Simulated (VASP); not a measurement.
Input of a VASP 6.6.1 run:

File INCAR:

```
SYSTEM = Mg3ZrN
PREC = Accurate
ENCUT = 520
EDIFF = 1E-6
ISMEAR = 0
SIGMA = 0.1
LREAL = .False.
LASPH = .True.
NELM = 100
ALGO = Normal
ISIF = 2
LWAVE = .False.
LCHARG = .True.
GGA = PE
LELF = .True.
LVHAR = .True.
NBANDS = 20
```

File KPOINTS:

```
Automatic mesh
0
Gamma
  6 6 2
  0 0 0
```

Contents of POSCAR:

```
Mg3ZrN
1.0
    4.9896152710      0.0000000000      0.0000000000
   -2.4948076355      4.3211335798      0.0000000000
    0.0000000000      0.0000000000      7.0188722091
Mg Zr N
3 1 1
Direct
    0.3333333333      0.6666666667      0.2886311468
    0.6666666667      0.3333333333      0.2886311468
    0.0000000000      0.0000000000      0.5364881844
    0.0000000000      0.0000000000      0.0722266047
    0.0000000000      0.0000000000      0.8143092574
```

Potentials or basis: VASP PAW PBE potentials, release 64 (Mg, Zr_sv, N).

Run with:

```bash
$ cat potpaw_PBE.64/Mg/POTCAR potpaw_PBE.64/Zr_sv/POTCAR potpaw_PBE.64/N/POTCAR > POTCAR
$ mpirun -np 1 vasp_std > vasp.out
```

Problem. Estimate the largest force.

Solution. 0.130 eV/Å.

Problem. What does it give for the pressure?

Solution. 0.3 GPa.

Forces in eV/Å, atoms in the order of the input:
```
Mg   0.000  0.000  0.002
Mg   0.000  0.000  0.002
Mg   0.000  0.000 -0.007
Zr   0.000  0.000  0.130
N    0.000  0.000 -0.126
```

Caveat: the k points lie up to 0.45 Å⁻¹ apart.
